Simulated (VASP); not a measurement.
# Ta (Im-3m) in VASP: relaxation of cell and atoms with LDA

Aim: the relaxation of cell and atoms of Ta with LDA.

All numbers are computed with VASP 6.6.1; they aren't measurements. Logs are shortened: lines on timing, memory, paths and dates and some standing lists are left out, and cuts for length are marked.

## 1. The cell of the first run

It takes space group Im-3m (No. 229, cubic). The conventional cell has a = 3.310 Å, b = 3.310 Å, c = 3.310 Å, α = 90.00°, β = 90.00°, γ = 90.00°. Within 3.8 Å of Ta (site symmetry m-3m) lie 14 Ta at 2.87 to 3.31 Å.

## 2. Relaxation of cell and atoms, LDA

INCAR

```
PREC = Accurate
ENCUT = 500
EDIFF = 1E-7
ISMEAR = 0
SIGMA = 0.1
LREAL = F
LASPH = T
NELM = 120
ALGO = Normal
ISIF = 3
LWAVE = F
LCHARG = F
IBRION = 2
NSW = 80
EDIFFG = -0.005
GGA_COMPAT = F
NELMIN = 4
```

KPOINTS

```
Automatic mesh
0
Gamma
  24 24 24
```

POSCAR

```
Ta
1.0
   -1.6550000000      1.6550000000      1.6550000000
    1.6550000000     -1.6550000000      1.6550000000
    1.6550000000      1.6550000000     -1.6550000000
Ta
1
Direct
    0.0000000000      0.0000000000      0.0000000000
```

Potentials or basis: VASP PAW LDA potentials, release 64 (Ta_sv_GW).

The run is started by

```sh
$ cat potpaw_LDA.64/Ta_sv_GW/POTCAR > POTCAR
$ mpirun -np 1 vasp_std > vasp.out
```

OUTCAR:

```text
PREC = Accurate
   ENCUT = 500
   EDIFF = 1E-7
   ISMEAR = 0
   LREAL = F
   LASPH = T
   NELM = 120
   ISIF = 3
   IBRION = 2
   NSW = 80
   EDIFFG = -0.005
   NELMIN = 4

 ion  position               nearest neighbor table
   1  0.000  0.000  0.000-

  LATTYP: Found a body centered cubic cell.
 ALAT       =     3.3100000000

  Lattice vectors:

 A1 = (  -1.6550000000,   1.6550000000,   1.6550000000)
 A2 = (   1.6550000000,  -1.6550000000,   1.6550000000)
 A3 = (   1.6550000000,   1.6550000000,  -1.6550000000)

Analysis of symmetry for initial positions (statically):
=====================================================================
 Subroutine PRICEL returns:
 Original cell was already a primitive cell.

 Routine SETGRP: Setting up the symmetry group for a
 body centered cubic supercell.

 Subroutine GETGRP returns: Found 48 space group operations
 (whereof 48 operations were pure point group operations)
 out of a pool of 48 trial point group operations.

The static configuration has the point symmetry O_h .

Analysis of symmetry for dynamics (positions and initial velocities):
=====================================================================
 Subroutine PRICEL returns:
 Original cell was already a primitive cell.

 Routine SETGRP: Setting up the symmetry group for a
 body centered cubic supercell.

 Subroutine GETGRP returns: Found 48 space group operations
 (whereof 48 operations were pure point group operations)
 out of a pool of 48 trial point group operations.

The dynamic configuration has the point symmetry O_h .

 Subroutine INISYM returns: Found 48 space group operations
 (whereof 48 operations are pure point group operations),
 and found     1 'primitive' translations

----------------------------------------------------------------------------------------

                                     Primitive cell

  volume of cell :      18.1323

  direct lattice vectors                    reciprocal lattice vectors
    -1.655000000  1.655000000  1.655000000     0.000000000  0.302114804  0.302114804
     1.655000000 -1.655000000  1.655000000     0.302114804  0.000000000  0.302114804
     1.655000000  1.655000000 -1.655000000     0.302114804  0.302114804  0.000000000

  length of vectors
     2.866544087  2.866544087  2.866544087     0.427254853  0.427254853  0.427254853

  position of ions in fractional coordinates (direct lattice)
     0.000000000  0.000000000  0.000000000

  ion indices of the primitive-cell ions
   primitive index   ion index
                 1           1

----------------------------------------------------------------------------------------

 KPOINTS: Automatic mesh

Automatic generation of k-mesh.
 Grid dimensions read from file:
 generate k-points for:   24   24   24

 Generating k-lattice:

  Cartesian coordinates                     Fractional coordinates (reciprocal lattice)
     0.000000000  0.012588117  0.012588117     0.041666667  0.000000000  0.000000000
     0.012588117  0.000000000  0.012588117     0.000000000  0.041666667  0.000000000
     0.012588117  0.012588117  0.000000000     0.000000000  0.000000000  0.041666667

  Length of vectors
     0.017802286  0.017802286  0.017802286

  Shift w.r.t. Gamma in fractional coordinates (k-lattice)
     0.000000000  0.000000000  0.000000000

 Subroutine IBZKPT returns following result:
 ===========================================

 Found    413 irreducible k-points:

 Following reciprocal coordinates:
            Coordinates               Weight
  0.000000  0.000000  0.000000      1.000000
  0.041667  0.000000  0.000000     12.000000
  0.083333  0.000000  0.000000     12.000000
  0.125000  0.000000  0.000000     12.000000
  0.166667  0.000000  0.000000     12.000000
  0.208333  0.000000  0.000000     12.000000
[... 16 lines left out ...]
  0.416667  0.041667  0.000000     48.000000
  0.458333  0.041667  0.000000     48.000000
 [... further k-points ...]
   k-points           NKPTS =    413   k-points in BZ     NKDIM =    413   number of bands    NBANDS=     10
   number of dos      NEDOS =    301   number of ions     NIONS =      1
   total plane-waves  NPLWV =  13824
   dimension x,y,z NGX =    24 NGY =   24 NGZ =   24
   dimension x,y,z NGXF=    48 NGYF=   48 NGZF=   48
   ions per type =               1
   NGX,Y,Z   is equivalent  to a cutoff of  13.92, 13.92, 13.92 a.u.
   NGXF,Y,Z  is equivalent  to a cutoff of  27.84, 27.84, 27.84 a.u.
 SYSTEM =  unknown system
   PREC   = accura    normal or accurate (medium, high low for compatibility)
   ISTART =      0    job   : 0-new  1-cont  2-samecut
   ICHARG =      2    charge: 1-file 2-atom 10-const
   ISPIN  =      1    spin polarized calculation?
   LNONCOLLINEAR =      F non collinear calculations
   LSORBIT =      F    spin-orbit coupling
   LASPH  =      T    aspherical Exc in radial PAW
   ENCUT  =  500.0 eV  36.75 Ry    6.06 a.u.   5.23  5.23  5.23*2*pi/ulx,y,z
   NELM   =    120;   NELMIN=  4; NELMDL= -5     # of ELM steps
   EDIFF  = 0.1E-06   stopping-criterion for ELM
   LREAL  =      F    real-space projection
   EDIFFG = -.5E-02   stopping-criterion for IOM
   NSW    =     80    number of steps for IOM
   IBRION =      2    ionic relax: 0-MD 1-quasi-New 2-CG
   NFREE  =      1    steps in history (QN), initial steepest desc. (CG)
   ISIF   =      3    stress and relaxation
   ISYM   =      2    0-nonsym 1-usesym 2-fastsym
   POTIM  = 0.5000    time-step for ionic-motion
   TEBEG  =    0.0;   TEEND  =   0.0 temperature during run
   PSTRESS=    0.0 pullay stress
   NELECT =      13.0000    total number of electrons
   NUPDOWN=      -1.0000    fix difference up-down
   EMIN   =  10.00;   EMAX   =-10.00  energy-range for DOS
   EFERMI =   0.00;   METHOD = LEGACY
   ISMEAR =     0;   SIGMA  =   0.10  broadening in eV -4-tet -1-fermi 0-gaus
   EFERMI_NEDOS =   21; number of points for ismear=-14 and -15
   IALGO  =     38    algorithm
   IMIX   =      4    mixing-type and parameters
     AMIX     =   0.40;   BMIX     =  1.00
     AMIX_MAG =   1.60;   BMIX_MAG =  1.00
  volume/ion in A,a.u.               =      18.13       122.36
  Fermi-wavevector in a.u.,A,eV,Ry     =   1.465226  2.768876 29.210175  2.146887
  Thomas-Fermi vector in A             =   2.581108
   LORBIT       =      0    0 simple, 1 ext, 2 COOP (PROOUT), +10 PAW based schemes
   GGA     = CA    functional components
   LHFCALC =     F    Hartree Fock is set to
   AEXX    =    0.0000 exact exchange contribution
   IVDW    =     0    specifies the selected vdW correction
   LEPSILON=     F    determine dielectric tensor
   LRPA    =     F    only Hartree local field effects (RPA)
 conjugate gradient relaxation of ions
 non-spin polarized calculation
 Gauss-broadening in eV      SIGMA  =   0.10
  energy-cutoff  :      500.00
  volume of cell :       18.13
 maximum number of plane-waves:       474
 NGX is ok and might be reduce to    24
   NGX = 11   NGY = 11   NGZ = 11

--------------------------------------- Ionic step        1  -------------------------------------------

 number of electron      12.9999998 magnetization

 Free energy of the ion-electron system (eV)
  ---------------------------------------------------
  ext. energy  EPLUGINS =         0.00000000
  ---------------------------------------------------
  free energy    TOTEN  =       -15.29082052 eV

  energy without entropy =      -15.28449065  energy(sigma->0) =      -15.28765559

------------------------ aborting loop because EDIFF is reached ----------------------------------------

  FORCE on cell =-STRESS in cart. coord.  units (eV):
  Direction    XX          YY          ZZ          XY          YZ          ZX
  --------------------------------------------------------------------------------------
  -------------------------------------------------------------------------------------
  Total       -1.2346432     -1.2346432     -1.2346432     -0.0000000      0.0000000     -0.0000000
  in kB     -109.0932936   -109.0932936   -109.0932936     -0.0000000      0.0000000     -0.0000000
  external PRESSURE =    -109.0932936 kB  Pullay stress =       0.0000000 kB
[... 195 lines left out ...]
  energy  without entropy=      -15.3188810113  energy(sigma->0) =      -15.32165800

--------------------------------------- Ionic step        7  -------------------------------------------

 number of electron      13.0000001 magnetization

 Free energy of the ion-electron system (eV)
  ---------------------------------------------------
  ext. energy  EPLUGINS =         0.00000000
  ---------------------------------------------------
  free energy    TOTEN  =       -15.32445999 eV

  energy without entropy =      -15.31891841  energy(sigma->0) =      -15.32168920

 E-fermi :  10.8191     XC(G=0): -13.5278

 val. band max:       10.8160910992   @ k =  -0.3750   0.4167   0.0833
 cond. band min:      10.8200958758   @ k =   0.0833   0.0833   0.0417
 fundamental gap:      0.0040047766
 Fermi energy:        10.8191300832

 k-point     1 :       0.0000    0.0000    0.0000
  band No.  band energies     occupation
      1     -55.8529      2.00000
      2     -21.8979      2.00000
      3     -21.8979      2.00000
      4     -21.8979      2.00000
      5       2.8249      2.00000
      6      11.4932      0.00000
      7      11.4932      0.00000
      8      11.4932      0.00000
      9      14.9172      0.00000
     10      14.9172      0.00000
[... 287 lines left out ...]
 k-point    24 :       0.4583    0.0417    0.0000
  band No.  band energies     occupation
      1     -55.7068      2.00000
      2     -23.2741      2.00000
      3     -22.3473      2.00000
      4     -21.9187      2.00000
      5       6.3133      2.00000
      6       9.1255      2.00000
      7      12.6202      0.00000
      8      14.8083      0.00000
      9      15.9619      0.00000
     10      19.0465      0.00000

 [... further k-points ...]

------------------------ aborting loop because EDIFF is reached ----------------------------------------

  FORCE on cell =-STRESS in cart. coord.  units (eV):
  Direction    XX          YY          ZZ          XY          YZ          ZX
  --------------------------------------------------------------------------------------
  -------------------------------------------------------------------------------------
  Total       -0.0000861     -0.0000861     -0.0000861     -0.0000000     -0.0000000      0.0000000
  in kB       -0.0080276     -0.0080276     -0.0080276     -0.0000000     -0.0000000      0.0000000
  external PRESSURE =      -0.0080276 kB  Pullay stress =       0.0000000 kB
[... 16 lines left out ...]
  FREE ENERGIE OF THE ION-ELECTRON SYSTEM (eV)
  ---------------------------------------------------
  free  energy   TOTEN  =       -15.3244599857 eV

  energy  without entropy=      -15.3189184100  energy(sigma->0) =      -15.32168920

 reached required accuracy - stopping structural energy minimisation
```

It took 7 min on 1 thread of Intel Xeon Platinum 8375C at 2.90GHz (Ice Lake), shared host; peak memory 0.22 GiB.

What came out:

| Property | Result |
| --- | --- |
| Free energy | -15.3245 eV |
| Relaxed volume | 17.19 Å³/atom |
| Relaxed cell | a = 2.816 Å, b = 2.816 Å, c = 2.816 Å, α = 109.47°, β = 109.47°, γ = 109.47° |
| Space group after relaxing (to 0.1 Å) | Im-3m (No. 229) |
| Energy gained by relaxing | 33.6 meV/atom |
| Ionic steps | 7 |
| Pressure after relaxing | 0.0 GPa |
| Band gap on the k mesh | zero (an odd number of electrons rules out a gap without spin polarisation) |

Step by step:
```csv
step,energy change (eV),largest force (eV/Å),pressure (GPa),volume (Å³)
1,0.0000,0.0000,-10.91,18.13
2,0.1889,0.0000,37.17,15.08
3,-0.0335,0.0000,-0.68,17.24
4,-0.0336,0.0000,-0.08,17.19
5,-0.0336,0.0000,0.16,17.18
6,-0.0336,0.0000,-0.32,17.21
7,-0.0336,0.0000,0.00,17.19
```

Final structure:
```xyz
1
Lattice="-1.6257 1.6257 1.6257 1.6257 -1.6257 1.6257 1.6257 1.6257 -1.6257" Properties=species:S:1:pos:R:3 pbc="T T T"
Ta    0.0000    0.0000    0.0000
```

Levels at points of the mesh, in eV from the Fermi level:
| k point | band 5 | band 6 | band 7 | band 8 | band 9 | band 10 |
| --- | --- | --- | --- | --- | --- | --- |
| (0.00, 0.00, 0.00) | -7.99 | 0.67 | 0.67 | 0.67 | 4.10 | 4.10 |
| (0.50, 0.00, 0.00) | -4.57 | -1.72 | 1.99 | 4.01 | 5.08 | 8.22 |
| (0.50, 0.50, 0.50) | -4.09 | -4.09 | 7.18 | 7.18 | 7.18 | 9.15 |

Caveat: spin-orbit coupling is left out, which moves the levels of the heavy elements.
